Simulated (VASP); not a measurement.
Write the native input for VASP 6.6.1 that does the following.

```yaml
Task: single point
Functional: LDA
Potentials_or_basis: VASP PAW LDA potentials, release 64 (Al, Cu)
Cutoff: 520 eV
k_mesh: 12 × 12 × 12
Occupations: gaussian, width 0.15 eV
Spin: no spin polarisation
Dipole_correction: no
Further_INCAR_settings: ALGO = Normal; EDIFF = 1e-06; NBANDS = 18
```

The structure of Al3Cu lies in POSCAR:

```
Al3Cu
1.0
    3.9222484671      0.0000000000      0.0000000000
    0.0000000000      3.9222484671      0.0000000000
    0.0000000000      0.0000000000      3.9222484671
Al Cu
3 1
Direct
    0.0000000000      0.5000000000      0.5000000000
    0.5000000000      0.0000000000      0.5000000000
    0.5000000000      0.5000000000      0.0000000000
    0.0000000000      0.0000000000      0.0000000000
```

The input as run:

INCAR

```
PREC     = Accurate       # precision mode
ENCUT    = 520            # plane-wave cutoff, eV
EDIFF    = 1E-6           # SCF threshold, eV
ISMEAR   = 0              # smearing method
SIGMA    = 0.15           # smearing width, eV
LREAL    = False          # projectors in reciprocal space
LASPH    = True           # aspherical terms in the spheres
NELM     = 100            # most SCF steps
ALGO     = Normal         # electronic algorithm
ISIF     = 2              # what is computed and relaxed
LWAVE    = False          # write WAVECAR
LCHARG   = True           # write CHGCAR
GGA      = CA             # functional
LELF     = True           # ELF
LVHAR    = True         
NBANDS   = 18             # bands
```

KPOINTS

```
Automatic mesh
0
Gamma
  12 12 12
```

Potentials or basis: VASP PAW LDA potentials, release 64 (Al, Cu).

Run with:

```bash
$ cat potpaw_LDA.64/Al/POTCAR potpaw_LDA.64/Cu/POTCAR > POTCAR
$ mpirun -np 1 vasp_std > vasp.out
```

It gave:

```
Pressure               : -4.8 GPa
Band gap on the k mesh : zero (bands 10 and 11 overlap by 4.20 eV)
```

Caveat: the cell stands under tension.

It took 100 s on 1 thread of Intel(R) Xeon(R) Platinum 8488C (Sapphire Rapids), on a shared host, peak memory 0.2 GiB.
